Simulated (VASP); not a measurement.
# InSb (P4mm) in VASP: notebook

InSb is run at these levels: r2SCAN; tasks: single point.

Everything below comes from runs of VASP 6.6.1. Logs are shortened: lines on timing, memory, paths and dates and some standing lists are left out, and cuts for length are marked.

## 1. The cell of the first run

Symmetry: P4mm, No. 99, tetragonal system. The conventional cell has a = 3.058 Å, b = 3.058 Å, c = 6.183 Å, α = 90.00°, β = 90.00°, γ = 90.00°. In (site symmetry 4mm) has 2 Sb at 2.89 to 3.29 Å and 4 In at 3.06 Å within 3.8 Å. Within 3.8 Å of Sb (site symmetry 4mm) lie 2 In at 2.89 to 3.29 Å and 4 Sb at 3.06 Å.

## 2. Single point, r2SCAN (all In atoms moved -0.200 Å, as atom 1 along Cartesian [0 0 1])

POSCAR reads:

```
InSb
1.0
    3.0583698200      0.0000000000      0.0000000000
    0.0000000000      3.0583698200      0.0000000000
    0.0000000000      0.0000000000      6.1833864727
In Sb
1 1
Direct
    0.0000000000      0.0000000000     -0.0323447355
    0.0000000000      0.0000000000      0.5000000000
```

INCAR.step1 reads:

```
PREC = Accurate
ENCUT = 520
ISMEAR = 0
SIGMA = 0.15
LREAL = F
LASPH = T
NELM = 60
NBANDS = 16
GGA = PE
ALGO = Normal
EDIFF = 1E-4
LWAVE = T
LCHARG = F
```

INCAR.step2 reads:

```
PREC = Accurate
ENCUT = 520
EDIFF = 1E-7
ISMEAR = 0
SIGMA = 0.15
LREAL = F
LASPH = T
NELM = 60
ALGO = Normal
ISIF = 2
LWAVE = F
LCHARG = T
METAGGA = R2SCAN
LMIXTAU = T
LELF = T
LVHAR = T
NBANDS = 16
ISTART = 1
```

KPOINTS reads:

```
Automatic mesh
0
Gamma
  20 20 10
```

Potentials or basis: VASP PAW PBE potentials, release 64 (In_d, Sb).

The run is started by

```sh
$ cat potpaw_PBE.64/In_d/POTCAR potpaw_PBE.64/Sb/POTCAR > POTCAR
$ cp INCAR.step1 INCAR
$ mpirun -np 1 vasp_std > vasp.out
$ cp INCAR.step2 INCAR
$ mpirun -np 1 vasp_std > vasp.out
```

OUTCAR:

```text
PREC = Accurate
   ENCUT = 520
   EDIFF = 1E-7
   ISMEAR = 0
   LREAL = F
   LASPH = T
   NELM = 60
   ISIF = 2
   METAGGA = R2SCAN
   ISTART = 1

 ion  position               nearest neighbor table
   1  0.000  0.000  0.968-   2 2.89   2 3.29
   2  0.000  0.000  0.500-   1 2.89   1 3.29

  LATTYP: Found a simple tetragonal cell.
 ALAT       =     3.0583698200
 C/A-ratio  =     2.0217916199

  Lattice vectors:

 A1 = (   3.0583698200,   0.0000000000,   0.0000000000)
 A2 = (   0.0000000000,   3.0583698200,   0.0000000000)
 A3 = (   0.0000000000,   0.0000000000,   6.1833864727)

Analysis of symmetry for initial positions (statically):
=====================================================================
 Subroutine PRICEL returns:
 Original cell was already a primitive cell.

 Routine SETGRP: Setting up the symmetry group for a
 simple tetragonal supercell.

 Subroutine GETGRP returns: Found  8 space group operations
 (whereof  8 operations were pure point group operations)
 out of a pool of 16 trial point group operations.

The static configuration has the point symmetry C_4v.

Analysis of symmetry for dynamics (positions and initial velocities):
=====================================================================
 Subroutine PRICEL returns:
 Original cell was already a primitive cell.

 Routine SETGRP: Setting up the symmetry group for a
 simple tetragonal supercell.

 Subroutine GETGRP returns: Found  8 space group operations
 (whereof  8 operations were pure point group operations)
 out of a pool of 16 trial point group operations.

The dynamic configuration has the point symmetry C_4v.

 Subroutine INISYM returns: Found  8 space group operations
 (whereof  8 operations are pure point group operations),
 and found     1 'primitive' translations

----------------------------------------------------------------------------------------

                                     Primitive cell

  volume of cell :      57.8371

  direct lattice vectors                    reciprocal lattice vectors
     3.058369820  0.000000000  0.000000000     0.326971576  0.000000000  0.000000000
     0.000000000  3.058369820  0.000000000     0.000000000  0.326971576  0.000000000
     0.000000000  0.000000000  6.183386473     0.000000000  0.000000000  0.161723678

  length of vectors
     3.058369820  3.058369820  6.183386473     0.326971576  0.326971576  0.161723678

  position of ions in fractional coordinates (direct lattice)
     0.000000000  0.000000000  0.967655265
     0.000000000  0.000000000  0.500000000

  ion indices of the primitive-cell ions
   primitive index   ion index
                 1           1
                 2           2

----------------------------------------------------------------------------------------

 KPOINTS: Automatic mesh

Automatic generation of k-mesh.
 Grid dimensions read from file:
 generate k-points for:   20   20   10

 Generating k-lattice:

  Cartesian coordinates                     Fractional coordinates (reciprocal lattice)
     0.016348579  0.000000000  0.000000000     0.050000000  0.000000000  0.000000000
     0.000000000  0.016348579  0.000000000     0.000000000  0.050000000  0.000000000
     0.000000000  0.000000000  0.016172368     0.000000000  0.000000000  0.100000000

  Length of vectors
     0.016348579  0.016348579  0.016172368

  Shift w.r.t. Gamma in fractional coordinates (k-lattice)
     0.000000000  0.000000000  0.000000000

 Subroutine IBZKPT returns following result:
 ===========================================

 Found    396 irreducible k-points:

 Following reciprocal coordinates:
            Coordinates               Weight
  0.000000  0.000000  0.000000      1.000000
  0.050000  0.000000  0.000000      4.000000
  0.100000  0.000000  0.000000      4.000000
  0.150000  0.000000  0.000000      4.000000
  0.200000  0.000000  0.000000      4.000000
  0.250000  0.000000  0.000000      4.000000
[... 16 lines left out ...]
  0.150000  0.100000  0.000000      8.000000
  0.200000  0.100000  0.000000      8.000000
 [... further k-points ...]
   k-points           NKPTS =    396   k-points in BZ     NKDIM =    396   number of bands    NBANDS=     16
   number of dos      NEDOS =    301   number of ions     NIONS =      2
   total plane-waves  NPLWV =  27648
   dimension x,y,z NGX =    24 NGY =   24 NGZ =   48
   dimension x,y,z NGXF=    48 NGYF=   48 NGZF=   96
   ions per type =               1   1
   NGX,Y,Z   is equivalent  to a cutoff of  13.05, 13.05, 12.91 a.u.
   NGXF,Y,Z  is equivalent  to a cutoff of  26.09, 26.09, 25.81 a.u.
 SYSTEM =  unknown system
   PREC   = accura    normal or accurate (medium, high low for compatibility)
   ISTART =      1    job   : 0-new  1-cont  2-samecut
   ICHARG =      0    charge: 1-file 2-atom 10-const
   ISPIN  =      1    spin polarized calculation?
   LNONCOLLINEAR =      F non collinear calculations
   LSORBIT =      F    spin-orbit coupling
   LASPH  =      T    aspherical Exc in radial PAW
   ENCUT  =  520.0 eV  38.22 Ry    6.18 a.u.   5.69  5.69 11.50*2*pi/ulx,y,z
   NELM   =     60;   NELMIN=  2; NELMDL=  0     # of ELM steps
   EDIFF  = 0.1E-06   stopping-criterion for ELM
   LREAL  =      F    real-space projection
   EDIFFG = 0.1E-05   stopping-criterion for IOM
   NSW    =      0    number of steps for IOM
   IBRION =     -1    ionic relax: 0-MD 1-quasi-New 2-CG
   NFREE  =      0    steps in history (QN), initial steepest desc. (CG)
   ISIF   =      2    stress and relaxation
   ISYM   =      2    0-nonsym 1-usesym 2-fastsym
   POTIM  = 0.5000    time-step for ionic-motion
   TEBEG  =    0.0;   TEEND  =   0.0 temperature during run
   PSTRESS=    0.0 pullay stress
   NELECT =      18.0000    total number of electrons
   NUPDOWN=      -1.0000    fix difference up-down
   EMIN   =  10.00;   EMAX   =-10.00  energy-range for DOS
   EFERMI =   0.00;   METHOD = LEGACY
   ISMEAR =     0;   SIGMA  =   0.15  broadening in eV -4-tet -1-fermi 0-gaus
   EFERMI_NEDOS =   21; number of points for ismear=-14 and -15
   IALGO  =     38    algorithm
   IMIX   =      4    mixing-type and parameters
     AMIX     =   0.40;   BMIX     =  1.00
     AMIX_MAG =   1.60;   BMIX_MAG =  1.00
  volume/ion in A,a.u.               =      28.92       195.15
  Fermi-wavevector in a.u.,A,eV,Ry     =   1.109422  2.096504 16.746292  1.230818
  Thomas-Fermi vector in A             =   2.245962
   LORBIT       =      0    0 simple, 1 ext, 2 COOP (PROOUT), +10 PAW based schemes
   METAGGA = R2SCAN    functional components
   LHFCALC =     F    Hartree Fock is set to
   AEXX    =    0.0000 exact exchange contribution
   IVDW    =     0    specifies the selected vdW correction
   LEPSILON=     F    determine dielectric tensor
   LRPA    =     F    only Hartree local field effects (RPA)
 non-spin polarized calculation
 Gauss-broadening in eV      SIGMA  =   0.15
  energy-cutoff  :      520.00
  volume of cell :       57.84
 maximum number of plane-waves:      1584
 NGX is ok and might be reduce to    24
   NGX = 11   NGY = 11   NGZ = 23

 number of electron      17.9999990 magnetization

 Free energy of the ion-electron system (eV)
  ---------------------------------------------------
  ext. energy  EPLUGINS =         0.00000000
  ---------------------------------------------------
  free energy    TOTEN  =       -48.15480711 eV

  energy without entropy =      -48.14252696  energy(sigma->0) =      -48.14866703

 E-fermi :   6.7913     XC(G=0): -10.3141

 val. band max:        6.7909387553   @ k =   0.4500   0.4000   0.1000
 cond. band min:       6.7968700762   @ k =   0.5000   0.3000   0.0000
 fundamental gap:      0.0059313209
 Fermi energy:         6.7912956789

 k-point     1 :       0.0000    0.0000    0.0000
  band No.  band energies     occupation
      1      -8.7586      2.00000
      2      -8.5574      2.00000
      3      -8.1264      2.00000
      4      -8.1264      2.00000
      5      -8.0166      2.00000
      6      -5.5058      2.00000
[... 8 lines left out ...]
     15      16.3208      0.00000
     16      17.2743      0.00000

 k-point     2 :       0.0500    0.0000    0.0000
  band No.  band energies     occupation
      1      -8.7488      2.00000
      2      -8.5516      2.00000
      3      -8.1331      2.00000
      4      -8.1258      2.00000
      5      -8.0216      2.00000
      6      -5.4649      2.00000
[... 8 lines left out ...]
     15      16.3747      0.00000
     16      17.4880      0.00000

 k-point     3 :       0.1000    0.0000    0.0000
  band No.  band energies     occupation
      1      -8.7227      2.00000
      2      -8.5326      2.00000
      3      -8.1525      2.00000
      4      -8.1242      2.00000
      5      -8.0361      2.00000
      6      -5.3423      2.00000
[... 8 lines left out ...]
     15      16.5347      0.00000
     16      17.1592      0.00000

 k-point     4 :       0.1500    0.0000    0.0000
  band No.  band energies     occupation
      1      -8.6887      2.00000
      2      -8.4964      2.00000
      3      -8.1824      2.00000
      4      -8.1218      2.00000
      5      -8.0586      2.00000
      6      -5.1390      2.00000
[... 8 lines left out ...]
     15      16.6015      0.00000
     16      16.7965      0.00000

 k-point     5 :       0.2000    0.0000    0.0000
  band No.  band energies     occupation
      1      -8.6570      2.00000
      2      -8.4400      2.00000
      3      -8.2197      2.00000
      4      -8.1187      2.00000
      5      -8.0868      2.00000
      6      -4.8573      2.00000
[... 8 lines left out ...]
     15      16.9020      0.00000
     16      17.1522      0.00000

 k-point     6 :       0.2500    0.0000    0.0000
  band No.  band energies     occupation
      1      -8.6321      2.00000
      2      -8.3674      2.00000
      3      -8.2604      2.00000
      4      -8.1178      2.00000
      5      -8.1152      2.00000
      6      -4.5018      2.00000
[... 8 lines left out ...]
     15      17.2222      0.00000
     16      17.5897      0.00000

 k-point     7 :       0.3000    0.0000    0.0000
  band No.  band energies     occupation
      1      -8.6136      2.00000
      2      -8.3016      2.00000
      3      -8.2879      2.00000
      4      -8.1487      2.00000
      5      -8.1118      2.00000
      6      -4.0818      2.00000
[... 8 lines left out ...]
     15      17.5840      0.00000
     16      18.0905      0.00000

 k-point     8 :       0.3500    0.0000    0.0000
  band No.  band energies     occupation
      1      -8.5998      2.00000
      2      -8.3366      2.00000
      3      -8.2150      2.00000
      4      -8.1763      2.00000
      5      -8.1087      2.00000
      6      -3.6165      2.00000
[... 8 lines left out ...]
     15      17.9934      0.00000
     16      18.6247      0.00000

 k-point     9 :       0.4000    0.0000    0.0000
  band No.  band energies     occupation
      1      -8.5901      2.00000
      2      -8.3646      2.00000
      3      -8.1981      2.00000
      4      -8.1556      2.00000
      5      -8.1062      2.00000
      6      -3.1468      2.00000
[... 8 lines left out ...]
     15      18.4390      0.00000
     16      19.1400      0.00000
[... 172 lines left out ...]
 k-point    19 :       0.4000    0.0500    0.0000
  band No.  band energies     occupation
      1      -8.5757      2.00000
      2      -8.3637      2.00000
      3      -8.2059      2.00000
      4      -8.1533      2.00000
      5      -8.1124      2.00000
      6      -3.1061      2.00000
[... 8 lines left out ...]
     15      18.2216      0.00000
     16      18.6239      0.00000

 k-point    20 :       0.4500    0.0500    0.0000
  band No.  band energies     occupation
      1      -8.5700      2.00000
      2      -8.3815      2.00000
      3      -8.2200      2.00000
      4      -8.1152      2.00000
      5      -8.1103      2.00000
      6      -2.7187      2.00000
[... 8 lines left out ...]
     15      18.1803      0.00000
     16      19.0609      0.00000

 k-point    21 :       0.5000    0.0500    0.0000
  band No.  band energies     occupation
      1      -8.5681      2.00000
      2      -8.3877      2.00000
      3      -8.2248      2.00000
      4      -8.1105      2.00000
      5      -8.1011      2.00000
      6      -2.5587      2.00000
[... 8 lines left out ...]
     15      18.1162      0.00000
     16      19.2601      0.00000

 k-point    22 :       0.1000    0.1000    0.0000
  band No.  band energies     occupation
      1      -8.6802      2.00000
      2      -8.5141      2.00000
      3      -8.1529      2.00000
      4      -8.1474      2.00000
      5      -8.0567      2.00000
      6      -5.1789      2.00000
[... 8 lines left out ...]
     15      17.0503      0.00000
     16      17.1155      0.00000

 k-point    23 :       0.1500    0.1000    0.0000
  band No.  band energies     occupation
      1      -8.6389      2.00000
      2      -8.4849      2.00000
      3      -8.1803      2.00000
      4      -8.1470      2.00000
      5      -8.0805      2.00000
      6      -4.9759      2.00000
[... 8 lines left out ...]
     15      16.4640      0.00000
     16      17.5219      0.00000

 k-point    24 :       0.2000    0.1000    0.0000
  band No.  band energies     occupation
      1      -8.6014      2.00000
      2      -8.4336      2.00000
      3      -8.2171      2.00000
      4      -8.1438      2.00000
      5      -8.1103      2.00000
      6      -4.6945      2.00000
[... 8 lines left out ...]
     15      16.6664      0.00000
     16      17.7598      0.00000

 [... further k-points ...]

------------------------ aborting loop because EDIFF is reached ----------------------------------------

  FORCE on cell =-STRESS in cart. coord.  units (eV):
  Direction    XX          YY          ZZ          XY          YZ          ZX
  --------------------------------------------------------------------------------------
  -------------------------------------------------------------------------------------
  Total       -0.0597380     -0.0597380      0.9991282      0.0000000      0.0000000      0.0000000
  in kB       -1.6548352     -1.6548352     27.6774073      0.0000000      0.0000000      0.0000000
  external PRESSURE =       8.1225790 kB  Pullay stress =       0.0000000 kB

 VOLUME and BASIS-vectors are now :
 -----------------------------------------------------------------------------
  energy-cutoff  :      520.00
  volume of cell :       57.84
      direct lattice vectors                 reciprocal lattice vectors
     3.058369820  0.000000000  0.000000000     0.326971576  0.000000000  0.000000000
     0.000000000  3.058369820  0.000000000     0.000000000  0.326971576  0.000000000
     0.000000000  0.000000000  6.183386473     0.000000000  0.000000000  0.161723678

 POSITION                                       TOTAL-FORCE (eV/Angst)
 -----------------------------------------------------------------------------------
      0.00000      0.00000      5.98339         0.000000     -0.000000      0.691965
      0.00000      0.00000      3.09169        -0.000000      0.000000     -0.691965
 -----------------------------------------------------------------------------------
    total drift:                               -0.000000      0.000000     -0.000608

  FREE ENERGIE OF THE ION-ELECTRON SYSTEM (eV)
  ---------------------------------------------------
  free  energy   TOTEN  =       -48.1548071122 eV

  energy  without entropy=      -48.1425269578  energy(sigma->0) =      -48.14866703
```

Run time: 21 min. Hardware: 1 thread of AMD EPYC 9755, shared host; peak memory 0.45 GiB.

Results:

* Free energy: -48.1548 eV
* Pressure: 0.8 GPa
* Largest force: 0.692 eV/Å
* Band gap on the k mesh: zero (bands 9 and 10 overlap by 6.32 eV)

Forces in eV/Å, atoms in the order of the input:
```
In   0.000  0.000  0.692
Sb   0.000  0.000 -0.692
```

Stress tensor (GPa, compression positive):
```
-0.17  0.00  0.00
 0.00 -0.17  0.00
 0.00  0.00  2.77
```

Caveat: the cell differs from its parent crystal (all In atoms moved -0.200 Å, as atom 1 along Cartesian [0 0 1]); the PAW data sets were made with another functional, which shifts forces and pressure a little; spin-orbit coupling is left out, which moves the levels of the heavy elements.

## 3. Single point, r2SCAN (all In atoms moved +0.150 Å, as atom 1 along Cartesian [0 0 1])

POSCAR, as its differences from that of step 2:

```diff
@@ -8,3 +8,3 @@
 Direct
-    0.0000000000      0.0000000000     -0.0323447355
+    0.0000000000      0.0000000000      0.0242585516
     0.0000000000      0.0000000000      0.5000000000
```

INCAR.step1 reads:

```
SYSTEM = InSb
PREC = Accurate ; ENCUT = 520
ISMEAR = 0 ; SIGMA = 0.15
LREAL = .FALSE. ; LASPH = .TRUE.
NELM = 100 ; NBANDS = 16
GGA = PE ; ALGO = Normal
EDIFF = 1E-4 ; LWAVE = .TRUE.
LCHARG = .FALSE.
```

INCAR.step2 reads:

```
SYSTEM = InSb
PREC = Accurate ; ENCUT = 520
EDIFF = 1E-6 ; ISMEAR = 0
SIGMA = 0.15 ; LREAL = .FALSE.
LASPH = .TRUE. ; NELM = 100
ALGO = Normal ; ISIF = 2
LWAVE = .FALSE. ; LCHARG = .FALSE.
METAGGA = R2SCAN ; LMIXTAU = .TRUE.
NBANDS = 16 ; ISTART = 1
```

KPOINTS reads:

```
Automatic mesh
0
G
  20 20 10
  0 0 0
```

Potentials or basis: VASP PAW PBE potentials, release 64 (In_d, Sb).

The run is started by

```sh
$ cat potpaw_PBE.64/In_d/POTCAR potpaw_PBE.64/Sb/POTCAR > POTCAR
$ cp INCAR.step1 INCAR
$ mpirun -np 1 vasp_std > vasp.out
$ cp INCAR.step2 INCAR
$ mpirun -np 1 vasp_std > vasp.out
```

Wall time 19 min (1 thread of AMD EPYC 9755, shared host); peak memory 0.45 GiB.

Results (log left out):

* Free energy: -48.1843 eV
* Pressure: 0.4 GPa
* Largest force: 0.491 eV/Å
* Band gap on the k mesh: zero (bands 9 and 10 overlap by 6.34 eV)

Forces in eV/Å, atoms in the order of the input:
```
In   0.000  0.000 -0.491
Sb   0.000  0.000  0.491
```

Stress tensor (GPa, compression positive):
```
-0.20  0.00  0.00
 0.00 -0.20  0.00
 0.00  0.00  1.69
```

Levels at points of the mesh, in eV from the Fermi level:
```tsv
k point	band 5	band 6	band 7	band 8	band 9	band 10	band 11	band 12	band 13	band 14
(0.00, 0.00, 0.00)	-14.80	-12.28	-7.19	-4.86	4.47	4.47	5.56	8.10	8.70	9.53
(0.50, 0.00, 0.00)	-14.88	-9.37	-5.42	-3.38	-2.38	-1.77	3.28	6.84	8.41	11.04
(0.50, 0.50, 0.00)	-14.60	-6.20	-3.19	-3.19	-0.21	1.00	1.00	1.15	3.02	6.26
(0.00, 0.00, 0.50)	-14.80	-12.15	-8.53	-1.13	0.42	4.65	4.65	8.16	8.69	8.69
(0.50, 0.00, 0.50)	-14.87	-9.32	-5.16	-5.00	-2.56	1.69	3.44	6.10	7.01	7.07
(0.50, 0.50, 0.50)	-14.60	-6.20	-2.99	-2.99	-1.54	0.31	0.31	3.34	4.98	5.06
```

Caveat: the cell differs from its parent crystal (all In atoms moved +0.150 Å, as atom 1 along Cartesian [0 0 1]); the PAW data sets were made with another functional, which shifts forces and pressure a little; spin-orbit coupling is left out, which moves the levels of the heavy elements.
